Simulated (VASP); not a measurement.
Crystal: W.

```
W
1.0
    -1.58234    1.58234    1.58234
     1.58234   -1.58234    1.58234
     1.58234    1.58234   -1.58234
W
1
Direct
  0.00000 0.00000 0.00000
```

* Program: VASP 6.6.1
* Task: relaxation of cell and atoms
* Functional: LDA
* Potentials or basis: VASP PAW LDA potentials, release 64 (W_sv)
* Cutoff: 600 eV
* k mesh: 15 × 15 × 15
* Occupations: fermi-dirac, width 0.05 eV
* Spin: no spin polarisation

At the start: pressure -6.9 GPa; volume 15.85 Å³/atom.

Question: Where does the relaxation end?

Answer: Over 4 steps the energy falls by 7.3 meV/atom and the volume is 15.51 Å³/atom (-2.1 %); space group Im-3m (No. 229, to 0.05 Å).

Step by step:
```
step  energy change (eV)  largest force (eV/Å)  pressure (GPa)  volume (Å³)
   1              0.0000                0.0000           -6.88        15.85
   2              0.0980                0.0000           30.73        14.34
   3             -0.0073                0.0000           -0.26        15.52
   4             -0.0073                0.0000           -0.05        15.51
```

Final structure:
```cif
data_structure
_symmetry_space_group_name_H-M 'P 1'
_symmetry_Int_Tables_number 1
_cell_length_a 2.7212
_cell_length_b 2.7212
_cell_length_c 2.7212
_cell_angle_alpha 109.471
_cell_angle_beta 109.471
_cell_angle_gamma 109.471
_cell_volume 15.51
loop_
_atom_site_label
_atom_site_type_symbol
_atom_site_fract_x
_atom_site_fract_y
_atom_site_fract_z
_atom_site_occupancy
W1 W 0.00000 0.00000 0.00000 1
```
